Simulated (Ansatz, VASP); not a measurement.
C in VASP and in Ansatz

Contents of INCAR:

```
SYSTEM = C
PREC = Accurate
ENCUT = 520
EDIFF = 1E-6
ISMEAR = 0
SIGMA = 0.15
LREAL = .False.
LASPH = .True.
NELM = 100
ALGO = Normal
ISIF = 2
LWAVE = .False.
LCHARG = .True.
GGA = PE
LELF = .True.
LVHAR = .True.
NBANDS = 16
```

KPOINTS

```
Automatic mesh
0
Gamma
  21 21 6
  0 0 0
```

POSCAR

```
C
1.0
    1.2548143173     -2.1733470702      0.0000000000
    1.2548143173      2.1733470702      0.0000000000
    0.0000000000      0.0000000000      8.8590750044
C
4
Direct
    0.0833329406      0.9166670594      0.7503043452
    0.5833329406      0.4166670594      0.2496956548
    0.9166670594      0.0833329406      0.2496956548
    0.4166670594      0.5833329406      0.7503043452
```

Input for Ansatz:

```yaml
crystal:
  lattice:
    - [1.2548143173, -2.1733470702, 0.0]
    - [1.2548143173, 2.1733470702, 0.0]
    - [0.0, 0.0, 8.8590750044]
  atoms:
    - { symbol: C, position: [0.0833329406, 0.9166670594, 0.7503043452] }
    - { symbol: C, position: [0.5833329406, 0.4166670594, 0.2496956548] }
    - { symbol: C, position: [0.9166670594, 0.0833329406, 0.2496956548] }
    - { symbol: C, position: [0.4166670594, 0.5833329406, 0.7503043452] }
basis:
  ecutwfc: 520.0
kpoints:
  mp_grid: { grid: [21, 21, 6] }
hamiltonian:
  xc: pbe
  pseudopotentials: { kind: paw, azcp: { folder: soft_1 } }
scf:
  occupations: { method: gaussian, width: 0.15 }
output:
  forces: true
  stress: true
  eigenvalues: true
```

Change from the starting cell: volume 12.080 Å^3 an atom, stretch along a over the lengths across it, relative to the relaxed cell 1.0000.

Alike in both runs: task single point; functional PBE; k mesh 21 × 21 × 6; occupations gaussian, width 0.15 eV; no spin polarisation.

|  | VASP | Ansatz |
| --- | --- | --- |
| version | VASP 6.6.1 | Ansatz 0.2.0 |
| potentials or method | VASP PAW PBE potentials, release 64 (C), cutoff 520 eV | scalar-relativistic, plane waves, PAW |
| valence electrons in the cell | 16 | 16 |

|  | VASP | Ansatz | Ansatz less VASP |
| --- | --- | --- | --- |
| gap on the k mesh at the Fermi level (eV) | none | none | - |
| pressure (GPa) | -9.7 | -10.0 | -0.31 |
| traceless stress, the component that is largest in VASP (GPa) | 9.66 | 10.03 | +0.371 |

A gap of «none» marks a metal or a gap that the smearing closes.
